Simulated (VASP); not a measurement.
# KTaO3 (Pm-3m) in VASP: notebook, part 2 of 2

VASP 6.6.1. The steps go on from the part before.

## (3) Single point, PBE (volume scaled by 1.02)

The input, INCAR:

```
SYSTEM = KTaO3
PREC = Accurate
ENCUT = 520
EDIFF = 1E-6
ISMEAR = -1
SIGMA = 0.05
LREAL = .FALSE.
LASPH = .TRUE.
NELM = 60
ALGO = Normal
ISIF = 2
LWAVE = .FALSE.
LCHARG = .FALSE.
GGA = PE
NBANDS = 27
```

The input, KPOINTS:

```
Automatic mesh
0
G
  7 7 7
  0 0 0
```

The input, POSCAR:

```
KTaO3
1.0
    4.0147133525      0.0000000000      0.0000000000
    0.0000000000      4.0147133525      0.0000000000
    0.0000000000      0.0000000000      4.0147133525
Ta K O
1 1 3
Direct
    0.0000000000      0.0000000000      0.0000000000
    0.5000000000      0.5000000000      0.5000000000
    0.0000000000      0.0000000000      0.5000000000
    0.0000000000      0.5000000000      0.0000000000
    0.5000000000      0.0000000000      0.0000000000
```

Potentials or basis: VASP PAW PBE potentials, release 64 (Ta_pv, K_sv, O).

Launch:

```
$ cat potpaw_PBE.64/Ta_pv/POTCAR potpaw_PBE.64/K_sv/POTCAR potpaw_PBE.64/O/POTCAR > POTCAR
$ mpirun -np 1 vasp_std > vasp.out
```

OUTCAR:

```text
SYSTEM = KTaO3
   PREC = Accurate
   ENCUT = 520
   EDIFF = 1E-6
   ISMEAR = -1
   LREAL = .FALSE.
   LASPH = .TRUE.
   NELM = 60
   ISIF = 2
   GGA = PE

 ion  position               nearest neighbor table
   1  0.000  0.000  0.000-   3 2.01   4 2.01   5 2.01   3 2.01   4 2.01   5 2.01   2 3.48   2 3.48
                             2 3.48   2 3.48   2 3.48   2 3.48   2 3.48   2 3.48
   2  0.500  0.500  0.500-   3 2.84   4 2.84   5 2.84   4 2.84   5 2.84   3 2.84   5 2.84   5 2.84
                             3 2.84   4 2.84   4 2.84   3 2.84   1 3.48   1 3.48   1 3.48   1 3.48
   3  0.000  0.000  0.500-   1 2.01   1 2.01   2 2.84   2 2.84   2 2.84   2 2.84
   4  0.000  0.500  0.000-   1 2.01   1 2.01   2 2.84   2 2.84   2 2.84   2 2.84
   5  0.500  0.000  0.000-   1 2.01   1 2.01   2 2.84   2 2.84   2 2.84   2 2.84

  LATTYP: Found a simple cubic cell.
 ALAT       =     4.0147133525

  Lattice vectors:

 A1 = (   4.0147133525,   0.0000000000,   0.0000000000)
 A2 = (   0.0000000000,   4.0147133525,   0.0000000000)
 A3 = (   0.0000000000,   0.0000000000,   4.0147133525)

Analysis of symmetry for initial positions (statically):
=====================================================================
 Subroutine PRICEL returns:
 Original cell was already a primitive cell.

 Routine SETGRP: Setting up the symmetry group for a
 simple cubic supercell.

 Subroutine GETGRP returns: Found 48 space group operations
 (whereof 48 operations were pure point group operations)
 out of a pool of 48 trial point group operations.

The static configuration has the point symmetry O_h .

Analysis of symmetry for dynamics (positions and initial velocities):
=====================================================================
 Subroutine PRICEL returns:
 Original cell was already a primitive cell.

 Routine SETGRP: Setting up the symmetry group for a
 simple cubic supercell.

 Subroutine GETGRP returns: Found 48 space group operations
 (whereof 48 operations were pure point group operations)
 out of a pool of 48 trial point group operations.

The dynamic configuration has the point symmetry O_h .

 Subroutine INISYM returns: Found 48 space group operations
 (whereof 48 operations are pure point group operations),
 and found     1 'primitive' translations

----------------------------------------------------------------------------------------

                                     Primitive cell

  volume of cell :      64.7088

  direct lattice vectors                    reciprocal lattice vectors
     4.014713353  0.000000000  0.000000000     0.249083786  0.000000000  0.000000000
     0.000000000  4.014713353  0.000000000     0.000000000  0.249083786  0.000000000
     0.000000000  0.000000000  4.014713353     0.000000000  0.000000000  0.249083786

  length of vectors
     4.014713353  4.014713353  4.014713353     0.249083786  0.249083786  0.249083786

  position of ions in fractional coordinates (direct lattice)
     0.000000000  0.000000000  0.000000000
     0.500000000  0.500000000  0.500000000
     0.000000000  0.000000000  0.500000000
     0.000000000  0.500000000  0.000000000
     0.500000000  0.000000000  0.000000000

  ion indices of the primitive-cell ions
   primitive index   ion index
                 1           1
                 2           2
                 3           3
[... 29 lines left out ...]
 Following reciprocal coordinates:
            Coordinates               Weight
  0.000000  0.000000  0.000000      1.000000
  0.142857  0.000000  0.000000      6.000000
  0.285714  0.000000  0.000000      6.000000
  0.428571  0.000000  0.000000      6.000000
  0.142857  0.142857  0.000000     12.000000
  0.285714  0.142857  0.000000     24.000000
[... 12 lines left out ...]
  0.428571  0.428571  0.285714     24.000000
  0.428571  0.428571  0.428571      8.000000
   k-points           NKPTS =     20   k-points in BZ     NKDIM =     20   number of bands    NBANDS=     27
   number of dos      NEDOS =    301   number of ions     NIONS =      5
   total plane-waves  NPLWV =  27000
   dimension x,y,z NGX =    30 NGY =   30 NGZ =   30
   dimension x,y,z NGXF=    60 NGYF=   60 NGZF=   60
   ions per type =               1   1   3
   NGX,Y,Z   is equivalent  to a cutoff of  12.42, 12.42, 12.42 a.u.
   NGXF,Y,Z  is equivalent  to a cutoff of  24.85, 24.85, 24.85 a.u.
 SYSTEM =  KTaO3
   PREC   = accura    normal or accurate (medium, high low for compatibility)
   ISTART =      0    job   : 0-new  1-cont  2-samecut
   ICHARG =      2    charge: 1-file 2-atom 10-const
   ISPIN  =      1    spin polarized calculation?
   LNONCOLLINEAR =      F non collinear calculations
   LSORBIT =      F    spin-orbit coupling
   LASPH  =      T    aspherical Exc in radial PAW
   ENCUT  =  520.0 eV  38.22 Ry    6.18 a.u.   7.46  7.46  7.46*2*pi/ulx,y,z
   NELM   =     60;   NELMIN=  2; NELMDL= -5     # of ELM steps
   EDIFF  = 0.1E-05   stopping-criterion for ELM
   LREAL  =      F    real-space projection
   EDIFFG = 0.1E-04   stopping-criterion for IOM
   NSW    =      0    number of steps for IOM
   IBRION =     -1    ionic relax: 0-MD 1-quasi-New 2-CG
   NFREE  =      0    steps in history (QN), initial steepest desc. (CG)
   ISIF   =      2    stress and relaxation
   ISYM   =      2    0-nonsym 1-usesym 2-fastsym
   POTIM  = 0.5000    time-step for ionic-motion
   TEBEG  =    0.0;   TEEND  =   0.0 temperature during run
   PSTRESS=    0.0 pullay stress
   NELECT =      38.0000    total number of electrons
   NUPDOWN=      -1.0000    fix difference up-down
   EMIN   =  10.00;   EMAX   =-10.00  energy-range for DOS
   EFERMI =   0.00;   METHOD = LEGACY
   ISMEAR =    -1;   SIGMA  =   0.05  broadening in eV -4-tet -1-fermi 0-gaus
   EFERMI_NEDOS =   21; number of points for ismear=-14 and -15
   IALGO  =     38    algorithm
   IMIX   =      4    mixing-type and parameters
     AMIX     =   0.40;   BMIX     =  1.00
     AMIX_MAG =   1.60;   BMIX_MAG =  1.00
  volume/ion in A,a.u.               =      12.94        87.34
  Fermi-wavevector in a.u.,A,eV,Ry     =   1.370929  2.590679 25.571403  1.879445
  Thomas-Fermi vector in A             =   2.496671
   LORBIT       =      0    0 simple, 1 ext, 2 COOP (PROOUT), +10 PAW based schemes
   GGA     = PE    functional components
   LHFCALC =     F    Hartree Fock is set to
   AEXX    =    0.0000 exact exchange contribution
   IVDW    =     0    specifies the selected vdW correction
   LEPSILON=     F    determine dielectric tensor
   LRPA    =     F    only Hartree local field effects (RPA)
 non-spin polarized calculation
  energy-cutoff  :      520.00
  volume of cell :       64.71
 maximum number of plane-waves:      1763
 NGX is ok and might be reduce to    30
   NGX = 15   NGY = 15   NGZ = 15

 number of electron      37.9999978 magnetization

 Free energy of the ion-electron system (eV)
  ---------------------------------------------------
  ext. energy  EPLUGINS =         0.00000000
  ---------------------------------------------------
  free energy    TOTEN  =       -41.06307886 eV

  energy without entropy =      -41.06307886  energy(sigma->0) =      -41.06307886

 E-fermi :   2.7638     XC(G=0): -10.7711

 val. band max:        1.6110620040   @ k =   0.4286   0.4286   0.4286
 cond. band min:       3.7993318771   @ k =   0.0000   0.0000   0.0000
 fundamental gap:      2.1882698731
 Fermi energy:         2.7638083751

 k-point     1 :       0.0000    0.0000    0.0000
  band No.  band energies     occupation
      1     -32.5458      2.00000
      2     -32.5458      2.00000
      3     -32.5458      2.00000
      4     -25.6724      2.00000
      5     -15.8119      2.00000
      6     -15.1120      2.00000
[... 589 lines left out ...]
     26      12.6219      0.00000
     27      13.5829      0.00000

------------------------ aborting loop because EDIFF is reached ----------------------------------------

  FORCE on cell =-STRESS in cart. coord.  units (eV):
  Direction    XX          YY          ZZ          XY          YZ          ZX
  --------------------------------------------------------------------------------------
  -------------------------------------------------------------------------------------
  Total        0.8034327      0.8034327      0.8034327      0.0000000     -0.0000000      0.0000000
  in kB       19.8928240     19.8928240     19.8928240      0.0000000     -0.0000000      0.0000000
  external PRESSURE =      19.8928240 kB  Pullay stress =       0.0000000 kB

 VOLUME and BASIS-vectors are now :
 -----------------------------------------------------------------------------
  energy-cutoff  :      520.00
  volume of cell :       64.71
      direct lattice vectors                 reciprocal lattice vectors
     4.014713353  0.000000000  0.000000000     0.249083786  0.000000000  0.000000000
     0.000000000  4.014713353  0.000000000     0.000000000  0.249083786  0.000000000
     0.000000000  0.000000000  4.014713353     0.000000000  0.000000000  0.249083786

 POSITION                                       TOTAL-FORCE (eV/Angst)
 -----------------------------------------------------------------------------------
      0.00000      0.00000      0.00000         0.000000      0.000000      0.000000
      2.00736      2.00736      2.00736         0.000000      0.000000      0.000000
      0.00000      0.00000      2.00736         0.000000      0.000000      0.000000
      0.00000      2.00736      0.00000         0.000000      0.000000      0.000000
      2.00736      0.00000      0.00000         0.000000      0.000000      0.000000
 -----------------------------------------------------------------------------------
    total drift:                                0.000000     -0.000000      0.000000

  FREE ENERGIE OF THE ION-ELECTRON SYSTEM (eV)
  ---------------------------------------------------
  free  energy   TOTEN  =       -41.0630788622 eV

  energy  without entropy=      -41.0630788622  energy(sigma->0) =      -41.06307886
```

It took 39 s on 1 thread of Intel Xeon Platinum 8488C (Sapphire Rapids), shared host; peak memory 0.18 GiB.

Results:

| Quantity | Value |
| --- | --- |
| Free energy | -41.0631 eV |
| Pressure | 2.0 GPa |
| Band gap on the k mesh | 2.19 eV, indirect (least direct gap 2.76 eV) |

Caveat: spin-orbit coupling is left out, which moves the levels of the heavy elements.

## (4) Single point, PBE (volume scaled by 1.04)

The input, INCAR:

```
SYSTEM = KTaO3
PREC = Accurate
ENCUT = 520
EDIFF = 1E-6
ISMEAR = -1
SIGMA = 0.05
LREAL = .False.
LASPH = .True.
NELM = 100
ALGO = Normal
ISIF = 2
LWAVE = .False.
LCHARG = .False.
GGA = PE
NBANDS = 27
```

The input, KPOINTS:

```
regular mesh
0
Gamma
  7 7 7
  0 0 0
```

Edit POSCAR of step 3 so:

```diff
@@ -2,5 +2,5 @@
 1.0
-    4.0147133525      0.0000000000      0.0000000000
-    0.0000000000      4.0147133525      0.0000000000
-    0.0000000000      0.0000000000      4.0147133525
+    4.0407836503      0.0000000000      0.0000000000
+    0.0000000000      4.0407836503      0.0000000000
+    0.0000000000      0.0000000000      4.0407836503
 Ta K O
```

Launch:

```
$ cat potpaw_PBE.64/Ta_pv/POTCAR potpaw_PBE.64/K_sv/POTCAR potpaw_PBE.64/O/POTCAR > POTCAR
$ mpirun -np 1 vasp_std > vasp.out
```

It took 34 s on 1 thread of Intel Xeon Platinum 8488C (Sapphire Rapids), shared host; peak memory 0.19 GiB.

It converged, with:

```yaml
Free_energy: -41.0655 eV
Pressure: -1.7 GPa
Band_gap_on_the_k_mesh: 2.14 eV, indirect (least direct gap 2.72 eV)
```

Levels at points of the mesh, in eV from the valence-band top:
```csv
k point,band 17,band 18,band 19,band 20,band 21,band 22
"(0.00, 0.00, 0.00)",-0.58,-0.58,-0.58,2.14,2.14,2.14
```

Caveat: spin-orbit coupling is left out, which moves the levels of the heavy elements.

## (5) Single point, PBE (volume scaled by 1.06)

INCAR is that of step 4.

The input, KPOINTS:

```
Automatic mesh
0
Gamma
  7 7 7
  0 0 0
```

Edit POSCAR of step 4 so:

```diff
@@ -2,5 +2,5 @@
 1.0
-    4.0407836503      0.0000000000      0.0000000000
-    0.0000000000      4.0407836503      0.0000000000
-    0.0000000000      0.0000000000      4.0407836503
+    4.0665218197      0.0000000000      0.0000000000
+    0.0000000000      4.0665218197      0.0000000000
+    0.0000000000      0.0000000000      4.0665218197
 Ta K O
```

Launch:

```
$ cat potpaw_PBE.64/Ta_pv/POTCAR potpaw_PBE.64/K_sv/POTCAR potpaw_PBE.64/O/POTCAR > POTCAR
$ mpirun -np 1 vasp_std > vasp.out
```

It took 31 s on 1 thread of Intel Xeon Platinum 8488C (Sapphire Rapids), shared host; peak memory 0.18 GiB.

Results (log left out):

- Free energy: -41.0402 eV
- Pressure: -5.0 GPa
- Band gap on the k mesh: 2.10 eV, indirect (least direct gap 2.68 eV)

Levels at points of the mesh, in eV from the valence-band top:
```
           k point  band 15  band 16  band 17  band 18  band 19  band 20  band 21  band 22  band 23  band 24
(0.00, 0.00, 0.00)    -0.92    -0.92    -0.58    -0.58    -0.58     2.10     2.10     2.10     6.16     6.16
```

Caveat: spin-orbit coupling is left out, which moves the levels of the heavy elements.

## (6) Summary

```csv
cell,gap on the mesh (eV),pressure (GPa)
"a = 3.962 Å, 5 atoms",2.28,10.6
"a = 4.015 Å, 5 atoms",2.19,2.0
"a = 4.041 Å, 5 atoms",2.14,-1.7
"a = 4.067 Å, 5 atoms",2.10,-5.0
```

Alike in all rows: task single point; level PBE; potentials or basis VASP PAW PBE potentials, release 64 (Ta_pv, K_sv, O); no spin polarisation; k mesh 7 × 7 × 7; cutoff (eV) 520; smearing fermi-dirac 0.05 eV.

Caveats: spin-orbit coupling is left out, which moves the levels of the heavy elements.

Absolute energies hang on the potentials; compare differences alone.
